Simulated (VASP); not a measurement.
# Al7P8C (a cell with a defect) in VASP: a series of runs

The runs below take Al7P8C (a cell with a defect) through single point, with PBEsol, PBEsol+D4, PBE.

Everything below comes from runs of VASP 6.6.1. Logs are shortened: lines on timing, memory, paths and dates and some standing lists are left out, and cuts for length are marked.

## Step 1: The cell of the first run

The cell holds a defect, 16 atoms: a = 10.940 Å, b = 5.470 Å, c = 5.470 Å, α = 90.00°, β = 90.00°, γ = 90.00°.

## Step 2: Single point, PBEsol

INCAR reads:

```
SYSTEM = Al7P8C
PREC = Accurate ; ENCUT = 520
EDIFF = 1E-6 ; ISMEAR = -1
SIGMA = 0.05 ; LREAL = Auto
LASPH = .TRUE. ; NELM = 100
ALGO = Normal ; ISIF = 2
LWAVE = .FALSE. ; LCHARG = .FALSE.
GGA = PS ; NELECT = 64.0
NBANDS = 46
```

KPOINTS reads:

```
Automatic mesh
0
Gamma
  2 2 2
  0.5 0.5 0.5
```

POSCAR reads:

```
Al7P8C
1.0
   10.9400000000      0.0000000000      0.0000000000
    0.0000000000      5.4700000000      0.0000000000
    0.0000000000      0.0000000000      5.4700000000
Al P C
7 8 1
Direct
    0.0016700000      0.0152600000      0.0080130000
    0.4968720000      0.9618000000      0.9994900000
    0.2457640000      0.4976390000      0.9793480000
    0.7420630000      0.5133840000      0.9673940000
    0.2427570000      0.0081210000      0.4823180000
    0.7542110000      0.0029470000      0.4967690000
    0.0002710000      0.5042660000      0.4832370000
    0.1116020000      0.2561240000      0.2386460000
    0.6306160000      0.2449430000      0.2585190000
    0.3861790000      0.7361260000      0.2519710000
    0.8688210000      0.7358420000      0.2601830000
    0.3714900000      0.2446850000      0.7845560000
    0.8677820000      0.2746660000      0.7572930000
    0.1181380000      0.7468860000      0.7466910000
    0.6346290000      0.7435830000      0.7240990000
    0.4955570000      0.5052070000      0.4967080000
```

Potentials or basis: VASP PAW PBE potentials, release 64 (Al, P, C).

Run with:

```bash
> cat potpaw_PBE.64/Al/POTCAR potpaw_PBE.64/P/POTCAR potpaw_PBE.64/C/POTCAR > POTCAR
> mpirun -np 1 vasp_std > vasp.out
```

OUTCAR:

```text
SYSTEM = Al7P8C
   PREC = Accurate
   ENCUT = 520
   EDIFF = 1E-6
   ISMEAR = -1
   LREAL = Auto
   LASPH = .TRUE.
   NELM = 100
   ISIF = 2
   GGA = PS
   NELECT = 64.0

 ion  position               nearest neighbor table
   1  0.002  0.015  0.008-   8 2.18  14 2.41  13 2.46  11 2.52
   2  0.497  0.962  0.999-  10 2.21  12 2.38  15 2.44   9 2.56
   3  0.246  0.498  0.979-  12 2.22  14 2.33   8 2.43  10 2.51
   4  0.742  0.513  0.967-  15 2.18  13 2.22  11 2.44   9 2.49
   5  0.243  0.008  0.482-   8 2.38  14 2.45  10 2.50  12 2.53
   6  0.754  0.003  0.497-  15 2.30   9 2.30  11 2.32  13 2.40
   7  0.000  0.504  0.483-   8 2.26  11 2.27  14 2.35  13 2.43
   8  0.112  0.256  0.239-   1 2.18   7 2.26   5 2.38   3 2.43
   9  0.631  0.245  0.259-   6 2.30  16 2.43   4 2.49   2 2.56
  10  0.386  0.736  0.252-  16 2.20   2 2.21   5 2.50   3 2.51
  11  0.869  0.736  0.260-   7 2.27   6 2.32   4 2.44   1 2.52
  12  0.371  0.245  0.785-   3 2.22   2 2.38   5 2.53
  13  0.868  0.275  0.757-   4 2.22   6 2.40   7 2.43   1 2.46
  14  0.118  0.747  0.747-   3 2.33   7 2.35   1 2.41   5 2.45
  15  0.635  0.744  0.724-   4 2.18   6 2.30  16 2.36   2 2.44
  16  0.496  0.505  0.497-  10 2.20  15 2.36   9 2.43

  LATTYP: Found a simple tetragonal cell.
 ALAT       =     5.4700000000
 C/A-ratio  =     2.0000000000

  Lattice vectors:

 A1 = (   0.0000000000,   5.4700000000,   0.0000000000)
 A2 = (   0.0000000000,   0.0000000000,   5.4700000000)
 A3 = (  10.9400000000,   0.0000000000,   0.0000000000)

Analysis of symmetry for initial positions (statically):
=====================================================================
 Subroutine PRICEL returns:
 Original cell was already a primitive cell.

 Routine SETGRP: Setting up the symmetry group for a
 simple tetragonal supercell.

 Subroutine GETGRP returns: Found  1 space group operations
 (whereof  1 operations were pure point group operations)
 out of a pool of 16 trial point group operations.

The static configuration has the point symmetry C_1 .

Analysis of symmetry for dynamics (positions and initial velocities):
=====================================================================
 Subroutine PRICEL returns:
 Original cell was already a primitive cell.

 Routine SETGRP: Setting up the symmetry group for a
 simple tetragonal supercell.

 Subroutine GETGRP returns: Found  1 space group operations
 (whereof  1 operations were pure point group operations)
 out of a pool of 16 trial point group operations.

The dynamic configuration has the point symmetry C_1 .

 Subroutine INISYM returns: Found  1 space group operations
 (whereof  1 operations are pure point group operations),
 and found     1 'primitive' translations

----------------------------------------------------------------------------------------

                                     Primitive cell

  volume of cell :     327.3346

  direct lattice vectors                    reciprocal lattice vectors
    10.940000000  0.000000000  0.000000000     0.091407678  0.000000000  0.000000000
     0.000000000  5.470000000  0.000000000     0.000000000  0.182815356  0.000000000
     0.000000000  0.000000000  5.470000000     0.000000000  0.000000000  0.182815356

  length of vectors
    10.940000000  5.470000000  5.470000000     0.091407678  0.182815356  0.182815356

  position of ions in fractional coordinates (direct lattice)
     0.001670000  0.015260000  0.008013000
     0.496872000  0.961800000  0.999490000
     0.245764000  0.497639000  0.979348000
     0.742063000  0.513384000  0.967394000
     0.242757000  0.008121000  0.482318000
     0.754211000  0.002947000  0.496769000
[... 8 lines left out ...]
     0.634629000  0.743583000  0.724099000
     0.495557000  0.505207000  0.496708000

  ion indices of the primitive-cell ions
   primitive index   ion index
                 1           1
                 2           2
                 3           3
                 4           4
                 5           5
                 6           6
[... 8 lines left out ...]
                15          15
                16          16

----------------------------------------------------------------------------------------

 KPOINTS: Automatic mesh

Automatic generation of k-mesh.
 Grid dimensions read from file:
 generate k-points for:    2    2    2

 Generating k-lattice:

  Cartesian coordinates                     Fractional coordinates (reciprocal lattice)
     0.045703839  0.000000000  0.000000000     0.500000000  0.000000000  0.000000000
     0.000000000  0.091407678  0.000000000     0.000000000  0.500000000  0.000000000
     0.000000000  0.000000000  0.091407678     0.000000000  0.000000000  0.500000000

  Length of vectors
     0.045703839  0.091407678  0.091407678

  Shift w.r.t. Gamma in fractional coordinates (k-lattice)
     0.500000000  0.500000000  0.500000000

 Subroutine IBZKPT returns following result:
 ===========================================

 Found      4 irreducible k-points:

 Following reciprocal coordinates:
            Coordinates               Weight
  0.250000  0.250000  0.250000      2.000000
  0.250000 -0.250000  0.250000      2.000000
  0.250000 -0.250000 -0.250000      2.000000
  0.250000  0.250000 -0.250000      2.000000
   k-points           NKPTS =      4   k-points in BZ     NKDIM =      4   number of bands    NBANDS=     46
   number of dos      NEDOS =    301   number of ions     NIONS =     16
   total plane-waves  NPLWV = 148176
   dimension x,y,z NGX =    84 NGY =   42 NGZ =   42
   dimension x,y,z NGXF=   168 NGYF=   84 NGZF=   84
   ions per type =               7   8   1
   NGX,Y,Z   is equivalent  to a cutoff of  12.76, 12.76, 12.76 a.u.
   NGXF,Y,Z  is equivalent  to a cutoff of  25.53, 25.53, 25.53 a.u.
 SYSTEM =  Al7P8C
   PREC   = accura    normal or accurate (medium, high low for compatibility)
   ISTART =      0    job   : 0-new  1-cont  2-samecut
   ICHARG =      2    charge: 1-file 2-atom 10-const
   ISPIN  =      1    spin polarized calculation?
   LNONCOLLINEAR =      F non collinear calculations
   LSORBIT =      F    spin-orbit coupling
   LASPH  =      T    aspherical Exc in radial PAW
   ENCUT  =  520.0 eV  38.22 Ry    6.18 a.u.  20.34 10.17 10.17*2*pi/ulx,y,z
   NELM   =    100;   NELMIN=  2; NELMDL= -5     # of ELM steps
   EDIFF  = 0.1E-05   stopping-criterion for ELM
   LREAL  =      T    real-space projection
   EDIFFG = 0.1E-04   stopping-criterion for IOM
   NSW    =      0    number of steps for IOM
   IBRION =     -1    ionic relax: 0-MD 1-quasi-New 2-CG
   NFREE  =      0    steps in history (QN), initial steepest desc. (CG)
   ISIF   =      2    stress and relaxation
   ISYM   =      2    0-nonsym 1-usesym 2-fastsym
   POTIM  = 0.5000    time-step for ionic-motion
   TEBEG  =    0.0;   TEEND  =   0.0 temperature during run
   PSTRESS=    0.0 pullay stress
   NELECT =      64.0000    total number of electrons
   NUPDOWN=      -1.0000    fix difference up-down
   EMIN   =  10.00;   EMAX   =-10.00  energy-range for DOS
   EFERMI =   0.00;   METHOD = LEGACY
   ISMEAR =    -1;   SIGMA  =   0.05  broadening in eV -4-tet -1-fermi 0-gaus
   EFERMI_NEDOS =   21; number of points for ismear=-14 and -15
   IALGO  =     38    algorithm
   IMIX   =      4    mixing-type and parameters
     AMIX     =   0.40;   BMIX     =  1.00
     AMIX_MAG =   1.60;   BMIX_MAG =  1.00
  volume/ion in A,a.u.               =      20.46       138.06
  Fermi-wavevector in a.u.,A,eV,Ry     =   0.950176  1.795573 12.283814  0.902835
  Thomas-Fermi vector in A             =   2.078528
   LORBIT       =      0    0 simple, 1 ext, 2 COOP (PROOUT), +10 PAW based schemes
   GGA     = PS    functional components
   LHFCALC =     F    Hartree Fock is set to
   AEXX    =    0.0000 exact exchange contribution
   IVDW    =     0    specifies the selected vdW correction
   LEPSILON=     F    determine dielectric tensor
   LRPA    =     F    only Hartree local field effects (RPA)
 non-spin polarized calculation
  energy-cutoff  :      520.00
  volume of cell :      327.33
 maximum number of plane-waves:      8806
 NGX is ok and might be reduce to    84
   NGX = 41   NGY = 21   NGZ = 21

 number of electron      64.0000001 magnetization

 Free energy of the ion-electron system (eV)
  ---------------------------------------------------
  ext. energy  EPLUGINS =         0.00000000
  ---------------------------------------------------
  free energy    TOTEN  =       -90.04868316 eV

  energy without entropy =      -90.04128678  energy(sigma->0) =      -90.04498497

 E-fermi :   4.3243     XC(G=0):  -9.2242

 val. band max:        4.0946794094   @ k =   0.2500  -0.2500  -0.2500
 cond. band min:       4.5351434364   @ k =   0.2500   0.2500   0.2500
 fundamental gap:      0.4404640270
 Fermi energy:         4.3242837500

 k-point     1 :       0.2500    0.2500    0.2500
  band No.  band energies     occupation
      1      -7.2834      2.00000
      2      -6.6660      2.00000
      3      -6.0386      2.00000
      4      -5.7216      2.00000
      5      -5.5329      2.00000
      6      -5.4884      2.00000
[... 36 lines left out ...]
     43       8.4362      0.00000
     44       8.5724      0.00000

 k-point     2 :       0.2500   -0.2500    0.2500
  band No.  band energies     occupation
      1      -7.2546      2.00000
      2      -6.6892      2.00000
      3      -6.0208      2.00000
      4      -5.8673      2.00000
      5      -5.5189      2.00000
      6      -5.4246      2.00000
[... 36 lines left out ...]
     43       8.1480      0.00000
     44       8.4659      0.00000

 k-point     3 :       0.2500   -0.2500   -0.2500
  band No.  band energies     occupation
      1      -7.2851      2.00000
      2      -6.6442      2.00000
      3      -6.1331      2.00000
      4      -5.6202      2.00000
      5      -5.5317      2.00000
      6      -5.4540      2.00000
[... 36 lines left out ...]
     43       8.4136      0.00000
     44       8.5214      0.00000

 k-point     4 :       0.2500    0.2500   -0.2500
  band No.  band energies     occupation
      1      -7.2615      2.00000
      2      -6.6460      2.00000
      3      -6.1517      2.00000
      4      -5.7575      2.00000
      5      -5.5316      2.00000
      6      -5.4323      2.00000
[... 36 lines left out ...]
     43       8.1640      0.00000
     44       8.4508      0.00000
 [bands above 44 left out]

------------------------ aborting loop because EDIFF is reached ----------------------------------------

  FORCE on cell =-STRESS in cart. coord.  units (eV):
  Direction    XX          YY          ZZ          XY          YZ          ZX
  --------------------------------------------------------------------------------------
  -------------------------------------------------------------------------------------
  Total      -16.0784857    -11.9952630    -13.3879077     -3.5038207     -0.0245950     -0.9586223
  in kB      -78.6980102    -58.7122036    -65.5286645    -17.1498560     -0.1203829     -4.6920880
  external PRESSURE =     -67.6462928 kB  Pullay stress =       0.0000000 kB

 VOLUME and BASIS-vectors are now :
 -----------------------------------------------------------------------------
  energy-cutoff  :      520.00
  volume of cell :      327.33
      direct lattice vectors                 reciprocal lattice vectors
    10.940000000  0.000000000  0.000000000     0.091407678  0.000000000  0.000000000
     0.000000000  5.470000000  0.000000000     0.000000000  0.182815356  0.000000000
     0.000000000  0.000000000  5.470000000     0.000000000  0.000000000  0.182815356

 POSITION                                       TOTAL-FORCE (eV/Angst)
 -----------------------------------------------------------------------------------
      0.01827      0.08347      0.04383        -1.970749     -1.472336     -1.096558
      5.43578      5.26105      5.46721         1.962166      1.406840     -0.514659
      2.68866      2.72209      5.35703        -0.426329      0.784335      1.397293
      8.11817      2.80821      5.29165         0.433886     -0.771109      2.735357
      2.65576      0.04442      2.63828         0.588743     -0.223668      0.728757
      8.25107      0.01612      2.71733         0.670971      0.541698      0.262550
[... 8 lines left out ...]
      6.94284      4.06740      3.96082        -3.699620      0.052185     -1.277706
      5.42139      2.76348      2.71699         0.902572     -0.041780     -0.232885
 -----------------------------------------------------------------------------------
    total drift:                                0.009960     -0.005362     -0.008858

  FREE ENERGIE OF THE ION-ELECTRON SYSTEM (eV)
  ---------------------------------------------------
  free  energy   TOTEN  =       -90.0486831648 eV

  energy  without entropy=      -90.0412867769  energy(sigma->0) =      -90.04498497
```

It took 2.9 min on 1 thread of Oxide Virtual Turin-like, shared host; peak memory 0.33 GiB.

What came out:

* Free energy: -90.0487 eV
* Largest force: 3.914 eV/Å

Forces in eV/Å, atoms in the order of the input:
```
Al  -1.971 -1.472 -1.097
Al   1.962  1.407 -0.515
Al  -0.426  0.784  1.397
Al   0.434 -0.771  2.735
Al   0.589 -0.224  0.729
Al   0.671  0.542  0.263
Al  -0.723 -0.110  1.190
P    2.260  0.421  0.412
P   -2.129  1.394 -0.460
P   -0.764 -2.009  2.283
P    0.006  1.076 -1.647
P    1.032 -0.217 -2.911
P    1.362 -1.703 -0.694
P    0.495  0.872 -0.175
P   -3.700  0.052 -1.278
C    0.903 -0.042 -0.233
```

Caveat: the k points lie up to 0.57 Å⁻¹ apart; the cell carries a net charge on a neutralising background, which shifts energy and pressure; the cell is charged against a uniform background, so pressure and absolute levels hang on convention; the PAW data sets were made with another functional, which shifts forces and pressure a little.

(Part 1 of 2 ends here.)
